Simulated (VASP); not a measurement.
# Ni3Ge (Pm-3m) in VASP: further runs, part 2 of 2

VASP 6.6.1.

### 3 Single point, r2SCAN (11.35 Å³/atom)

This run uses another cell than the first one, of 11.35 Å³/atom.

Input file POSCAR:

```
Ni3Ge
1.0
    3.5675955753      0.0000000000      0.0000000000
    0.0000000000      3.5675955753      0.0000000000
    0.0000000000      0.0000000000      3.5675955753
Ni Ge
3 1
Direct
    0.5000000000      0.0000000000      0.5000000000
    0.0000000000      0.5000000000      0.5000000000
    0.5000000000      0.5000000000      0.0000000000
    0.0000000000      0.0000000000      0.0000000000
```

Input file INCAR.step1:

```
PREC = Accurate
ENCUT = 520
ISMEAR = 0
SIGMA = 0.1
LREAL = False
LASPH = True
NELM = 100
NBANDS = 30
GGA = PE
ALGO = Normal
EDIFF = 1E-4
LWAVE = True
LCHARG = False
```

Input file INCAR.step2:

```
PREC = Accurate
ENCUT = 520
EDIFF = 1E-6
ISMEAR = 0
SIGMA = 0.1
LREAL = False
LASPH = True
NELM = 100
ALGO = Normal
ISIF = 2
LWAVE = False
LCHARG = False
METAGGA = R2SCAN
LMIXTAU = True
NBANDS = 30
ISTART = 1
```

Input file KPOINTS:

```
Automatic mesh
0
Gamma
  12 12 12
```

Potentials or basis: VASP PAW PBE potentials, release 64 (Ni, Ge_d).

Run with:

```
cat potpaw_PBE.64/Ni/POTCAR potpaw_PBE.64/Ge_d/POTCAR > POTCAR
cp INCAR.step1 INCAR
mpirun -np 1 vasp_std > vasp.out
cp INCAR.step2 INCAR
mpirun -np 1 vasp_std > vasp.out
```

OUTCAR:

```text
PREC = Accurate
   ENCUT = 520
   EDIFF = 1E-6
   ISMEAR = 0
   LREAL = False
   LASPH = True
   NELM = 100
   ISIF = 2
   METAGGA = R2SCAN
   ISTART = 1

 ion  position               nearest neighbor table
   1  0.500  0.000  0.500-   2 2.52   3 2.52   4 2.52   3 2.52   4 2.52   2 2.52   3 2.52   3 2.52
                             2 2.52   4 2.52   4 2.52   2 2.52
   2  0.000  0.500  0.500-   1 2.52   3 2.52   4 2.52   3 2.52   4 2.52   1 2.52   4 2.52   4 2.52
                             1 2.52   3 2.52   3 2.52   1 2.52
   3  0.500  0.500  0.000-   1 2.52   2 2.52   4 2.52   1 2.52   2 2.52   1 2.52   4 2.52   1 2.52
                             2 2.52   4 2.52   2 2.52   4 2.52
   4  0.000  0.000  0.000-   1 2.52   2 2.52   3 2.52   1 2.52   2 2.52   2 2.52   3 2.52   2 2.52
                             1 2.52   3 2.52   1 2.52   3 2.52

  LATTYP: Found a simple cubic cell.
 ALAT       =     3.5675955753

  Lattice vectors:

 A1 = (   3.5675955753,   0.0000000000,   0.0000000000)
 A2 = (   0.0000000000,   3.5675955753,   0.0000000000)
 A3 = (   0.0000000000,   0.0000000000,   3.5675955753)

Analysis of symmetry for initial positions (statically):
=====================================================================
 Subroutine PRICEL returns:
 Original cell was already a primitive cell.

 Routine SETGRP: Setting up the symmetry group for a
 simple cubic supercell.

 Subroutine GETGRP returns: Found 48 space group operations
 (whereof 48 operations were pure point group operations)
 out of a pool of 48 trial point group operations.

The static configuration has the point symmetry O_h .

Analysis of symmetry for dynamics (positions and initial velocities):
=====================================================================
 Subroutine PRICEL returns:
 Original cell was already a primitive cell.

 Routine SETGRP: Setting up the symmetry group for a
 simple cubic supercell.

 Subroutine GETGRP returns: Found 48 space group operations
 (whereof 48 operations were pure point group operations)
 out of a pool of 48 trial point group operations.

The dynamic configuration has the point symmetry O_h .

 Subroutine INISYM returns: Found 48 space group operations
 (whereof 48 operations are pure point group operations),
 and found     1 'primitive' translations

----------------------------------------------------------------------------------------

                                     Primitive cell

  volume of cell :      45.4074

  direct lattice vectors                    reciprocal lattice vectors
     3.567595575  0.000000000  0.000000000     0.280300830  0.000000000  0.000000000
     0.000000000  3.567595575  0.000000000     0.000000000  0.280300830  0.000000000
     0.000000000  0.000000000  3.567595575     0.000000000  0.000000000  0.280300830

  length of vectors
     3.567595575  3.567595575  3.567595575     0.280300830  0.280300830  0.280300830

  position of ions in fractional coordinates (direct lattice)
     0.500000000  0.000000000  0.500000000
     0.000000000  0.500000000  0.500000000
     0.500000000  0.500000000  0.000000000
     0.000000000  0.000000000  0.000000000

[... 30 lines left out ...]

 Found     84 irreducible k-points:

 Following reciprocal coordinates:
            Coordinates               Weight
  0.000000  0.000000  0.000000      1.000000
  0.083333  0.000000  0.000000      6.000000
  0.166667  0.000000  0.000000      6.000000
  0.250000  0.000000  0.000000      6.000000
  0.333333  0.000000  0.000000      6.000000
  0.416667  0.000000  0.000000      6.000000
[... 16 lines left out ...]
  0.333333  0.333333  0.000000     12.000000
  0.416667  0.333333  0.000000     24.000000
 [... further k-points ...]
   k-points           NKPTS =     84   k-points in BZ     NKDIM =     84   number of bands    NBANDS=     30
   number of dos      NEDOS =    301   number of ions     NIONS =      4
   total plane-waves  NPLWV =  21952
   dimension x,y,z NGX =    28 NGY =   28 NGZ =   28
   dimension x,y,z NGXF=    56 NGYF=   56 NGZF=   56
   ions per type =               3   1
   NGX,Y,Z   is equivalent  to a cutoff of  13.05, 13.05, 13.05 a.u.
   NGXF,Y,Z  is equivalent  to a cutoff of  26.10, 26.10, 26.10 a.u.
 SYSTEM =  unknown system
   PREC   = accura    normal or accurate (medium, high low for compatibility)
   ISTART =      1    job   : 0-new  1-cont  2-samecut
   ICHARG =      0    charge: 1-file 2-atom 10-const
   ISPIN  =      1    spin polarized calculation?
   LNONCOLLINEAR =      F non collinear calculations
   LSORBIT =      F    spin-orbit coupling
   LASPH  =      T    aspherical Exc in radial PAW
   ENCUT  =  520.0 eV  38.22 Ry    6.18 a.u.   6.63  6.63  6.63*2*pi/ulx,y,z
   NELM   =    100;   NELMIN=  2; NELMDL=  0     # of ELM steps
   EDIFF  = 0.1E-05   stopping-criterion for ELM
   LREAL  =      F    real-space projection
   EDIFFG = 0.1E-04   stopping-criterion for IOM
   NSW    =      0    number of steps for IOM
   IBRION =     -1    ionic relax: 0-MD 1-quasi-New 2-CG
   NFREE  =      0    steps in history (QN), initial steepest desc. (CG)
   ISIF   =      2    stress and relaxation
   ISYM   =      2    0-nonsym 1-usesym 2-fastsym
   POTIM  = 0.5000    time-step for ionic-motion
   TEBEG  =    0.0;   TEEND  =   0.0 temperature during run
   PSTRESS=    0.0 pullay stress
   NELECT =      44.0000    total number of electrons
   NUPDOWN=      -1.0000    fix difference up-down
   EMIN   =  10.00;   EMAX   =-10.00  energy-range for DOS
   EFERMI =   0.00;   METHOD = LEGACY
   ISMEAR =     0;   SIGMA  =   0.10  broadening in eV -4-tet -1-fermi 0-gaus
   EFERMI_NEDOS =   21; number of points for ismear=-14 and -15
   IALGO  =     38    algorithm
   IMIX   =      4    mixing-type and parameters
     AMIX     =   0.40;   BMIX     =  1.00
     AMIX_MAG =   1.60;   BMIX_MAG =  1.00
  volume/ion in A,a.u.               =      11.35        76.61
  Fermi-wavevector in a.u.,A,eV,Ry     =   1.620007  3.061368 35.707419  2.624421
  Thomas-Fermi vector in A             =   2.714015
   LORBIT       =      0    0 simple, 1 ext, 2 COOP (PROOUT), +10 PAW based schemes
   METAGGA = R2SCAN    functional components
   LHFCALC =     F    Hartree Fock is set to
   AEXX    =    0.0000 exact exchange contribution
   IVDW    =     0    specifies the selected vdW correction
   LEPSILON=     F    determine dielectric tensor
   LRPA    =     F    only Hartree local field effects (RPA)
 non-spin polarized calculation
 Gauss-broadening in eV      SIGMA  =   0.10
  energy-cutoff  :      520.00
  volume of cell :       45.41
 maximum number of plane-waves:      1240
 NGX is ok and might be reduce to    28
   NGX = 13   NGY = 13   NGZ = 13

 number of electron      44.0000013 magnetization

 Free energy of the ion-electron system (eV)
  ---------------------------------------------------
  ext. energy  EPLUGINS =         0.00000000
  ---------------------------------------------------
  free energy    TOTEN  =       -50.72976201 eV

  energy without entropy =      -50.71890381  energy(sigma->0) =      -50.72433291

 E-fermi :   9.7216     XC(G=0): -14.5341

 val. band max:        9.7212368404   @ k =   0.4167   0.4167   0.3333
 cond. band min:       9.7379570370   @ k =   0.5000   0.4167   0.3333
 fundamental gap:      0.0167201967
 Fermi energy:         9.7215740437

 k-point     1 :       0.0000    0.0000    0.0000
  band No.  band energies     occupation
      1     -15.6822      2.00000
      2     -15.6822      2.00000
      3     -15.6691      2.00000
      4     -15.6691      2.00000
      5     -15.6691      2.00000
      6      -3.0813      2.00000
[... 781 lines left out ...]
     29      19.8226      0.00000
     30      20.9390      0.00000

 [... further k-points ...]

------------------------ aborting loop because EDIFF is reached ----------------------------------------

  FORCE on cell =-STRESS in cart. coord.  units (eV):
  Direction    XX          YY          ZZ          XY          YZ          ZX
  --------------------------------------------------------------------------------------
  -------------------------------------------------------------------------------------
  Total       -1.6312246     -1.6312246     -1.6312246      0.0000000      0.0000000      0.0000000
  in kB      -57.5569143    -57.5569143    -57.5569143      0.0000000      0.0000000      0.0000000
  external PRESSURE =     -57.5569143 kB  Pullay stress =       0.0000000 kB

 VOLUME and BASIS-vectors are now :
 -----------------------------------------------------------------------------
  energy-cutoff  :      520.00
  volume of cell :       45.41
      direct lattice vectors                 reciprocal lattice vectors
     3.567595575  0.000000000  0.000000000     0.280300830  0.000000000  0.000000000
     0.000000000  3.567595575  0.000000000     0.000000000  0.280300830  0.000000000
     0.000000000  0.000000000  3.567595575     0.000000000  0.000000000  0.280300830

 POSITION                                       TOTAL-FORCE (eV/Angst)
 -----------------------------------------------------------------------------------
      1.78380      0.00000      1.78380         0.000000      0.000000      0.000000
      0.00000      1.78380      1.78380         0.000000      0.000000      0.000000
      1.78380      1.78380      0.00000         0.000000      0.000000      0.000000
      0.00000      0.00000      0.00000         0.000000      0.000000      0.000000
 -----------------------------------------------------------------------------------
    total drift:                                0.000000      0.000000      0.000000

  FREE ENERGIE OF THE ION-ELECTRON SYSTEM (eV)
  ---------------------------------------------------
  free  energy   TOTEN  =       -50.7297620095 eV

  energy  without entropy=      -50.7189038122  energy(sigma->0) =      -50.72433291
```

Run time: 2.4 min. Hardware: 1 thread of Intel Xeon 6975P-C (Granite Rapids), shared host; peak memory 0.23 GiB.

What came out:

```yaml
Free_energy: -50.7298 eV
Pressure: -5.8 GPa
Band_gap_on_the_k_mesh: zero (bands 22 and 23 overlap by 0.25 eV)
```

Levels at points of the mesh, in eV from the Fermi level:
```
           k point  band 20  band 21  band 22  band 23  band 24  band 25
(0.00, 0.00, 0.00)    -0.67    -0.35     0.03     0.03     0.03     4.01
(0.50, 0.00, 0.00)    -1.17    -0.62     0.04     3.62     3.62     4.92
(0.50, 0.50, 0.00)    -1.10    -0.94    -0.89     0.59     0.59     5.71
(0.50, 0.50, 0.50)    -1.16    -0.48    -0.22    -0.22    -0.22     0.67
```

Caveat: the cell stands under tension; the PAW data sets were made with another functional, which shifts forces and pressure a little.

### 4 Single point, r2SCAN (11.68 Å³/atom)

This run uses another cell than the first one, of 11.68 Å³/atom.

Input file POSCAR:

```
Ni3Ge
1.0
    3.6019014835      0.0000000000      0.0000000000
    0.0000000000      3.6019014835      0.0000000000
    0.0000000000      0.0000000000      3.6019014835
Ni Ge
3 1
Direct
    0.5000000000      0.0000000000      0.5000000000
    0.0000000000      0.5000000000      0.5000000000
    0.5000000000      0.5000000000      0.0000000000
    0.0000000000      0.0000000000      0.0000000000
```

Input file INCAR.step1:

```
SYSTEM = Ni3Ge
PREC = Accurate
ENCUT = 520
ISMEAR = 0
SIGMA = 0.1
LREAL = .False.
LASPH = .True.
NELM = 80
NBANDS = 30
GGA = PE
ALGO = Normal
EDIFF = 1E-4
LWAVE = .True.
LCHARG = .False.
```

Input file INCAR.step2:

```
SYSTEM = Ni3Ge
PREC = Accurate
ENCUT = 520
EDIFF = 1E-7
ISMEAR = 0
SIGMA = 0.1
LREAL = .False.
LASPH = .True.
NELM = 80
ALGO = Normal
ISIF = 2
LWAVE = .False.
LCHARG = .False.
METAGGA = R2SCAN
LMIXTAU = .True.
NBANDS = 30
ISTART = 1
```

Input file KPOINTS:

```
regular mesh
0
Gamma
  12 12 12
  0 0 0
```

Run with:

```
cat potpaw_PBE.64/Ni/POTCAR potpaw_PBE.64/Ge_d/POTCAR > POTCAR
cp INCAR.step1 INCAR
mpirun -np 1 vasp_std > vasp.out
cp INCAR.step2 INCAR
mpirun -np 1 vasp_std > vasp.out
```

It took 3 min on 1 thread of Intel Xeon 6975P-C (Granite Rapids), shared host; peak memory 0.24 GiB.

Results (log left out):

| Property | Result |
| --- | --- |
| Free energy | -50.6626 eV |
| Pressure | -10.6 GPa |
| Band gap on the k mesh | zero (bands 22 and 23 overlap by 0.24 eV) |

Levels at points of the mesh, in eV from the Fermi level:
| k point | band 18 | band 19 | band 20 | band 21 | band 22 | band 23 | band 24 | band 25 | band 26 | band 27 |
| --- | --- | --- | --- | --- | --- | --- | --- | --- | --- | --- |
| (0.00, 0.00, 0.00) | -0.95 | -0.65 | -0.65 | -0.34 | 0.03 | 0.03 | 0.03 | 3.76 | 6.83 | 6.83 |
| (0.50, 0.00, 0.00) | -1.21 | -1.21 | -1.12 | -0.60 | 0.03 | 3.52 | 3.52 | 4.69 | 5.83 | 5.83 |
| (0.50, 0.50, 0.00) | -1.39 | -1.20 | -1.06 | -0.91 | -0.86 | 0.57 | 0.57 | 5.53 | 6.59 | 8.70 |
| (0.50, 0.50, 0.50) | -1.34 | -1.12 | -1.12 | -0.42 | -0.21 | -0.21 | -0.21 | 0.57 | 4.15 | 4.15 |

Caveat: the cell stands under tension; the PAW data sets were made with another functional, which shifts forces and pressure a little.

### 5 Single point, r2SCAN

This run uses another cell than the first one, of 11.02 Å³/atom.

Input file POSCAR:

```
Ni3Ge
1.0
    3.5326168985      0.0000000000      0.0000000000
    0.0000000000      3.5326168985      0.0000000000
    0.0000000000      0.0000000000      3.5326168985
Ni Ge
3 1
Direct
    0.5000000000      0.0000000000      0.5000000000
    0.0000000000      0.5000000000      0.5000000000
    0.5000000000      0.5000000000      0.0000000000
    0.0000000000      0.0000000000      0.0000000000
```

Input file INCAR.step1:

```
SYSTEM = Ni3Ge
PREC = Accurate ; ENCUT = 520
ISMEAR = 0 ; SIGMA = 0.15
LREAL = .False. ; LASPH = .True.
NELM = 100 ; NBANDS = 30
GGA = PE ; ALGO = Normal
EDIFF = 1E-4 ; LWAVE = .True.
LCHARG = .False.
```

Input file INCAR.step2:

```
SYSTEM = Ni3Ge
PREC = Accurate ; ENCUT = 520
EDIFF = 1E-6 ; ISMEAR = 0
SIGMA = 0.15 ; LREAL = .False.
LASPH = .True. ; NELM = 100
ALGO = Normal ; ISIF = 2
LWAVE = .False. ; LCHARG = .False.
METAGGA = R2SCAN ; LMIXTAU = .True.
NBANDS = 30 ; ISTART = 1
```

Input file KPOINTS:

```
regular mesh
0
Gamma
  14 14 14
  0 0 0
```

Run with:

```
cat potpaw_PBE.64/Ni/POTCAR potpaw_PBE.64/Ge_d/POTCAR > POTCAR
cp INCAR.step1 INCAR
mpirun -np 1 vasp_std > vasp.out
cp INCAR.step2 INCAR
mpirun -np 1 vasp_std > vasp.out
```

Run time: 15 min. Hardware: 1 thread of AMD EPYC, shared host; peak memory 0.24 GiB.

The run converged. Its results:

```yaml
Free_energy: -50.7581 eV
Pressure: 0.4 GPa
Band_gap_on_the_k_mesh: zero (bands 22 and 23 overlap by 0.26 eV)
```

Levels at points of the mesh, in eV from the Fermi level:
| k point | band 19 | band 20 | band 21 | band 22 | band 23 | band 24 | band 25 | band 26 |
| --- | --- | --- | --- | --- | --- | --- | --- | --- |
| (0.00, 0.00, 0.00) | -0.72 | -0.72 | -0.38 | 0.02 | 0.02 | 0.02 | 4.26 | 7.14 |
| (0.50, 0.00, 0.00) | -1.34 | -1.23 | -0.66 | 0.02 | 3.72 | 3.72 | 5.15 | 6.01 |
| (0.50, 0.50, 0.00) | -1.31 | -1.17 | -0.99 | -0.95 | 0.61 | 0.61 | 5.88 | 6.90 |
| (0.50, 0.50, 0.50) | -1.23 | -1.23 | -0.57 | -0.24 | -0.24 | -0.24 | 0.76 | 4.42 |

Caveat: the PAW data sets were made with another functional, which shifts forces and pressure a little. Spin polarisation is off, so any magnetic state and its effect on volume and gap are missing.

### 6 Overview

```csv
cell,k mesh,smearing,gap on the mesh (eV),pressure (GPa)
"a = 3.497 Å, 4 atoms",12 × 12 × 12,gaussian 0.1 eV,none,7.4
"a = 3.568 Å, 4 atoms",12 × 12 × 12,gaussian 0.1 eV,none,-5.8
"a = 3.602 Å, 4 atoms",12 × 12 × 12,gaussian 0.1 eV,none,-10.6
"a = 3.533 Å, 4 atoms",14 × 14 × 14,gaussian 0.15 eV,none,0.4
```

Alike in all rows: task single point; level r2SCAN; potentials or basis VASP PAW PBE potentials, release 64 (Ni, Ge_d); no spin polarisation; cutoff (eV) 520.

Caveats: the PAW data sets were made with another functional, which shifts forces and pressure a little; the cell stands under tension (at least some runs); the cell stands under pressure (at least some runs).

Total energies depend on the potentials used, so only differences within one code and one set of settings carry meaning.
